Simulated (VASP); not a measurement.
Set up this calculation in VASP 6.6.1, as the native input.

| Quantity | Value |
| --- | --- |
| Task | single point |
| Functional | PBEsol |
| Potentials or basis | VASP PAW PBE potentials, release 64 (I) |
| Cutoff | 520 eV |
| k mesh | 9 × 9 × 9 |
| Occupations | fermi-dirac, width 0.05 eV |
| Spin | non-collinear spin, zero start, spin-orbit coupling |
| Starting moments | [[0.0, 0.0, 0.0]] μB |
| Dipole correction | no |
| Further INCAR settings | ALGO = Normal; EDIFF = 1e-06; NBANDS = 18 |

The structure of I lies in POSCAR:

```
I
1.0
    0.0000000000      2.3656004428      3.9098401324
    2.1922454667      0.0000000000      3.9098401324
    2.1922454667      2.3656004428      0.0000000000
I
1
Direct
    0.0000000000      0.0000000000      0.0000000000
```

One way to write it, as run:

INCAR

```
PREC = Accurate
ENCUT = 520
EDIFF = 1E-6
ISMEAR = -1
SIGMA = 0.05
LREAL = F
LASPH = T
NELM = 150
ALGO = Normal
ISIF = 2
LWAVE = F
LCHARG = F
MAGMOM = 0 0 0
LORBIT = 11
LSORBIT = T
GGA_COMPAT = F
LORBMOM = T
GGA = PS
NBANDS = 18
```

KPOINTS

```
regular mesh
0
Gamma
  9 9 9
```

Potentials or basis: VASP PAW PBE potentials, release 64 (I).

The run is started by

```sh
$ cat potpaw_PBE.64/I/POTCAR > POTCAR
$ mpirun -np 1 vasp_ncl > vasp.out
```

Results of the run:

```yaml
Pressure: -0.9 GPa
Net_moment: 0.00 μB per cell
Valence_electrons_inside_the_program's_atomic_spheres: I 4.17
```

Caveat: the PAW data sets were made with another functional, which shifts forces and pressure a little.

Wall time 75 s on 1 thread of Intel(R) Xeon(R) 6975P-C (Granite Rapids), with other jobs on the host, peak memory 0.37 GiB.
